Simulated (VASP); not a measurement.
# SrCl2 (I4/mmm) in VASP: notebook

Runs on SrCl2. Level: PBE. Tasks: single point.

Program: VASP 6.6.1. These are calculated values, not measurements. Logs are shortened: lines on timing, memory, paths and dates and some standing lists are left out, and cuts for length are marked.

## Step 1: The cell of the first run

Symmetry: I4/mmm, No. 139, tetragonal system. The conventional cell has a = 4.929 Å, b = 4.929 Å, c = 6.832 Å, α = 90.00°, β = 90.00°, γ = 90.00°. Sr (site symmetry 4/mmm) has 8 Cl at 3.00 Å within 3.9 Å. Within 3.9 Å of Cl (site symmetry -4m2) lie 4 Sr at 3.00 Å and 6 Cl at 3.42 to 3.49 Å.

## Step 2: Single point, PBE (strain -0.0200 x Voigt [0, 1, 0, 0, 0, 0])

The input, INCAR:

```
SYSTEM = SrCl2
PREC     = Accurate       ! precision mode
ENCUT    = 520            ! plane-wave cutoff, eV
EDIFF    = 1E-6           ! SCF threshold, eV
ISMEAR   = 0              ! smearing method
SIGMA    = 0.05           ! smearing width, eV
LREAL    = .False.        ! projectors in reciprocal space
LASPH    = .True.         ! aspherical terms in the spheres
NELM     = 80             ! most SCF steps
ALGO     = Normal         ! electronic algorithm
ISIF     = 2              ! what is computed and relaxed
LWAVE    = .False.        ! write WAVECAR
LCHARG   = .True.         ! write CHGCAR
GGA      = PE             ! functional
LELF     = .True.         ! ELF
LVHAR    = .True.       
NBANDS   = 19             ! bands
```

The input, KPOINTS:

```
regular mesh
0
Gamma
  6 6 6
  0 0 0
```

The input, POSCAR:

```
SrCl2
1.0
    0.0000000000      3.4157900000      3.4855000000
    3.4855000000      0.0000000000      3.4855000000
    3.4855000000      3.4157900000      0.0000000000
Sr Cl
1 2
Direct
    0.0000000000      0.0000000000      0.0000000000
    0.2500000000      0.2500000000      0.2500000000
    0.7500000000      0.7500000000      0.7500000000
```

Potentials or basis: VASP PAW PBE potentials, release 64 (Sr_sv, Cl).

Started as:

```sh
> cat potpaw_PBE.64/Sr_sv/POTCAR potpaw_PBE.64/Cl/POTCAR > POTCAR
> mpirun -np 1 vasp_std > vasp.out
```

OUTCAR:

```text
SYSTEM = SrCl2
   PREC = Accurate
   ENCUT = 520
   EDIFF = 1E-6
   ISMEAR = 0
   LREAL = .False.
   LASPH = .True.
   NELM = 80
   ISIF = 2
   GGA = PE

 ion  position               nearest neighbor table
   1  0.000  0.000  0.000-   3 3.00   2 3.00   3 3.00   2 3.00   3 3.00   2 3.00   3 3.00   2 3.00

   2  0.250  0.250  0.250-   1 3.00   1 3.00   1 3.00   1 3.00
   3  0.750  0.750  0.750-   1 3.00   1 3.00   1 3.00   1 3.00

  LATTYP: Found a body centered tetragonal cell.
 ALAT       =     4.9292413717
 C/A-ratio  =     1.3859292911

  Lattice vectors:

 A1 = (   0.0000000000,  -3.4157900000,   3.4855000000)
 A2 = (   0.0000000000,  -3.4157900000,  -3.4855000000)
 A3 = (   3.4855000000,   3.4157900000,   0.0000000000)

Analysis of symmetry for initial positions (statically):
=====================================================================
 Subroutine PRICEL returns:
 Original cell was already a primitive cell.

 Routine SETGRP: Setting up the symmetry group for a
 body centered tetragonal supercell.

 Subroutine GETGRP returns: Found 16 space group operations
 (whereof 16 operations were pure point group operations)
 out of a pool of 16 trial point group operations.

The static configuration has the point symmetry D_4h.

Analysis of symmetry for dynamics (positions and initial velocities):
=====================================================================
 Subroutine PRICEL returns:
 Original cell was already a primitive cell.

 Routine SETGRP: Setting up the symmetry group for a
 body centered tetragonal supercell.

 Subroutine GETGRP returns: Found 16 space group operations
 (whereof 16 operations were pure point group operations)
 out of a pool of 16 trial point group operations.

The dynamic configuration has the point symmetry D_4h.

 Subroutine INISYM returns: Found 16 space group operations
 (whereof 16 operations are pure point group operations),
 and found     1 'primitive' translations

----------------------------------------------------------------------------------------

                                     Primitive cell

  volume of cell :      82.9949

  direct lattice vectors                    reciprocal lattice vectors
     0.000000000  3.415790000  3.485500000    -0.143451442  0.146379022  0.143451442
     3.485500000  0.000000000  3.485500000     0.143451442 -0.146379022  0.143451442
[... 80 lines left out ...]
   ICHARG =      2    charge: 1-file 2-atom 10-const
   ISPIN  =      1    spin polarized calculation?
   LNONCOLLINEAR =      F non collinear calculations
   LSORBIT =      F    spin-orbit coupling
   LASPH  =      T    aspherical Exc in radial PAW
   ENCUT  =  520.0 eV  38.22 Ry    6.18 a.u.   9.07  9.17  9.07*2*pi/ulx,y,z
   NELM   =     80;   NELMIN=  2; NELMDL= -5     # of ELM steps
   EDIFF  = 0.1E-05   stopping-criterion for ELM
   LREAL  =      F    real-space projection
   EDIFFG = 0.1E-04   stopping-criterion for IOM
   NSW    =      0    number of steps for IOM
   IBRION =     -1    ionic relax: 0-MD 1-quasi-New 2-CG
   NFREE  =      0    steps in history (QN), initial steepest desc. (CG)
   ISIF   =      2    stress and relaxation
   ISYM   =      2    0-nonsym 1-usesym 2-fastsym
   POTIM  = 0.5000    time-step for ionic-motion
   TEBEG  =    0.0;   TEEND  =   0.0 temperature during run
   PSTRESS=    0.0 pullay stress
   NELECT =      24.0000    total number of electrons
   NUPDOWN=      -1.0000    fix difference up-down
   EMIN   =  10.00;   EMAX   =-10.00  energy-range for DOS
   EFERMI =   0.00;   METHOD = LEGACY
   ISMEAR =     0;   SIGMA  =   0.05  broadening in eV -4-tet -1-fermi 0-gaus
   EFERMI_NEDOS =   21; number of points for ismear=-14 and -15
   IALGO  =     38    algorithm
   IMIX   =      4    mixing-type and parameters
     AMIX     =   0.40;   BMIX     =  1.00
     AMIX_MAG =   1.60;   BMIX_MAG =  1.00
  volume/ion in A,a.u.               =      27.66       186.69
  Fermi-wavevector in a.u.,A,eV,Ry     =   1.082584  2.045786 15.945856  1.171987
  Thomas-Fermi vector in A             =   2.218629
   LORBIT       =      0    0 simple, 1 ext, 2 COOP (PROOUT), +10 PAW based schemes
   GGA     = PE    functional components
   LHFCALC =     F    Hartree Fock is set to
   AEXX    =    0.0000 exact exchange contribution
   IVDW    =     0    specifies the selected vdW correction
   LEPSILON=     F    determine dielectric tensor
   LRPA    =     F    only Hartree local field effects (RPA)
 non-spin polarized calculation
 Gauss-broadening in eV      SIGMA  =   0.05
  energy-cutoff  :      520.00
  volume of cell :       82.99
 maximum number of plane-waves:      2272
   NGX = 19   NGY = 19   NGZ = 19

 number of electron      24.0000003 magnetization

 Free energy of the ion-electron system (eV)
  ---------------------------------------------------
  ext. energy  EPLUGINS =         0.00000000
  ---------------------------------------------------
  free energy    TOTEN  =       -12.75985611 eV

  energy without entropy =      -12.75985611  energy(sigma->0) =      -12.75985611

 E-fermi :   0.6383     XC(G=0):  -8.3810

 val. band max:        0.3914850951   @ k =   0.5000   0.0000   0.5000
 cond. band min:       5.7162656416   @ k =   0.0000   0.0000   0.0000
 fundamental gap:      5.3247805465
 Fermi energy:         0.6382631303

 k-point     1 :       0.0000    0.0000    0.0000
  band No.  band energies     occupation
      1     -32.5107      2.00000
      2     -14.5158      2.00000
      3     -14.5108      2.00000
      4     -14.5108      2.00000
      5     -13.0726      2.00000
      6     -12.1733      2.00000
[... 505 lines left out ...]
      6     -12.3054      2.00000
[... 11 lines left out ...]
     18       9.9918      0.00000
     19      10.4153      0.00000

 [... further k-points ...]
[... 5 lines left out ...]
  --------------------------------------------------------------------------------------
  -------------------------------------------------------------------------------------
  Total        0.8438137      1.4062883      0.8438137      0.0000000      0.0000000      0.0000000
  in kB       16.2894283     27.1477367     16.2894283      0.0000000      0.0000000      0.0000000
  external PRESSURE =      19.9088644 kB  Pullay stress =       0.0000000 kB

 VOLUME and BASIS-vectors are now :
 -----------------------------------------------------------------------------
  energy-cutoff  :      520.00
  volume of cell :       82.99
      direct lattice vectors                 reciprocal lattice vectors
     0.000000000  3.415790000  3.485500000    -0.143451442  0.146379022  0.143451442
     3.485500000  0.000000000  3.485500000     0.143451442 -0.146379022  0.143451442
     3.485500000  3.415790000  0.000000000     0.143451442  0.146379022 -0.143451442

 POSITION                                       TOTAL-FORCE (eV/Angst)
 -----------------------------------------------------------------------------------
      0.00000      0.00000      0.00000         0.000000      0.000000     -0.000000
      1.74275      1.70789      1.74275        -0.000000      0.000000      0.000000
      5.22825      5.12369      5.22825         0.000000      0.000000     -0.000000
 -----------------------------------------------------------------------------------
    total drift:                                0.000000      0.000000      0.000000

  FREE ENERGIE OF THE ION-ELECTRON SYSTEM (eV)
  ---------------------------------------------------
  free  energy   TOTEN  =       -12.7598561076 eV

  energy  without entropy=      -12.7598561076  energy(sigma->0) =      -12.75985611
```

OSZICAR:

```text
N       E                     dE             d eps       ncg     rms          rms(c)
DAV:   1     0.142794992261E+03    0.14279E+03   -0.11649E+04  1140   0.114E+03
DAV:   2    -0.371858980760E+01   -0.14651E+03   -0.14226E+03  1493   0.224E+02
DAV:   3    -0.126947490061E+02   -0.89762E+01   -0.89471E+01  1466   0.556E+01
DAV:   4    -0.130270837482E+02   -0.33233E+00   -0.33178E+00  1938   0.911E+00
DAV:   5    -0.130298166709E+02   -0.27329E-02   -0.27327E-02  1549   0.829E-01    0.136E+01
DAV:   6    -0.127426407557E+02    0.28718E+00   -0.57230E-01  1310   0.427E+00    0.870E+00
DAV:   7    -0.127527303250E+02   -0.10090E-01   -0.37000E-01  1543   0.365E+00    0.208E+00
DAV:   8    -0.127574021675E+02   -0.46718E-02   -0.55236E-02  1273   0.129E+00    0.425E-01
DAV:   9    -0.127583766102E+02   -0.97444E-03   -0.19266E-03  1490   0.268E-01    0.154E-01
DAV:  10    -0.127597241650E+02   -0.13476E-02   -0.93716E-04  1222   0.179E-01    0.398E-02
DAV:  11    -0.127598330896E+02   -0.10892E-03   -0.74530E-05  1463   0.485E-02    0.424E-02
DAV:  12    -0.127598556384E+02   -0.22549E-04   -0.27279E-05  1238   0.264E-02    0.804E-03
DAV:  13    -0.127598561076E+02   -0.46917E-06   -0.78223E-07  1394   0.542E-03
   1 F= -.12759856E+02 E0= -.12759856E+02  d E =-.344058E-14
```

stdout:

```text
POSCAR found type information on POSCAR SrCl
 POSCAR found :  2 types and       3 ions
 scaLAPACK will be used
 LDA part: xc-table for (Slater+PW92), standard interpolation
 POSCAR, INCAR and KPOINTS ok, starting setup
 FFT: planning ... GRIDC
 FFT: planning ... GRID_SOFT
 FFT: planning ... GRID
 WAVECAR not read
 entering main loop
```

Run time: 73 s. Hardware: 1 thread of Intel Xeon 8259CL, shared host; peak memory 0.24 GiB.

Results:

```
Free energy            : -12.7599 eV
Pressure               : 2.0 GPa
Band gap on the k mesh : 5.32 eV (least direct gap 5.41 eV)
```

Caveat: the cell differs from its parent crystal (strain -0.0200 x Voigt [0, 1, 0, 0, 0, 0]). A k mesh can miss the band edges.

## Step 3: Single point, PBE (strain -0.0100 x Voigt [0, 1, 0, 0, 0, 0])

The input, INCAR:

```
SYSTEM = SrCl2
PREC = Accurate
ENCUT = 520
EDIFF = 1E-7
ISMEAR = 0
SIGMA = 0.05
LREAL = .FALSE.
LASPH = .TRUE.
NELM = 100
ALGO = Normal
ISIF = 2
LWAVE = .FALSE.
LCHARG = .FALSE.
GGA = PE
NBANDS = 19
```

The input, KPOINTS:

```
Automatic mesh
0
G
  6 6 6
  0 0 0
```

The input, POSCAR:

```
SrCl2
1.0
    0.0000000000      3.4506450000      3.4855000000
    3.4855000000      0.0000000000      3.4855000000
    3.4855000000      3.4506450000      0.0000000000
Sr Cl
1 2
Direct
    0.0000000000      0.0000000000      0.0000000000
    0.2500000000      0.2500000000      0.2500000000
    0.7500000000      0.7500000000      0.7500000000
```

Potentials or basis: VASP PAW PBE potentials, release 64 (Sr_sv, Cl).

Started as:

```sh
> cat potpaw_PBE.64/Sr_sv/POTCAR potpaw_PBE.64/Cl/POTCAR > POTCAR
> mpirun -np 1 vasp_std > vasp.out
```

Wall time 72 s (1 thread of Intel Xeon 8259CL, shared host); peak memory 0.23 GiB.

Results (log left out):

* Free energy: -12.7724 eV
* Pressure: 1.6 GPa
* Band gap on the k mesh: 5.34 eV (least direct gap 5.46 eV)

Stress tensor (GPa, compression positive):
```
1.40 0.00 0.00
0.00 1.93 0.00
0.00 0.00 1.40
```

Levels at points of the mesh, in eV from the valence-band top:
```tsv
k point	band 9	band 10	band 11	band 12	band 13	band 14	band 15	band 16
(0.00, 0.00, 0.00)	-2.20	-0.41	-0.41	-0.33	5.34	6.02	6.09	9.00
(0.50, 0.00, 0.00)	-1.56	-1.38	-1.11	-1.10	6.67	6.69	7.51	7.85
(0.50, 0.50, 0.00)	-1.93	-0.49	-0.40	-0.06	5.46	7.00	7.59	7.97
(0.50, 0.00, 0.50)	-1.95	-0.47	-0.47	0.00	5.46	7.08	7.59	8.04
```

Caveat: the cell differs from its parent crystal (strain -0.0100 x Voigt [0, 1, 0, 0, 0, 0]).
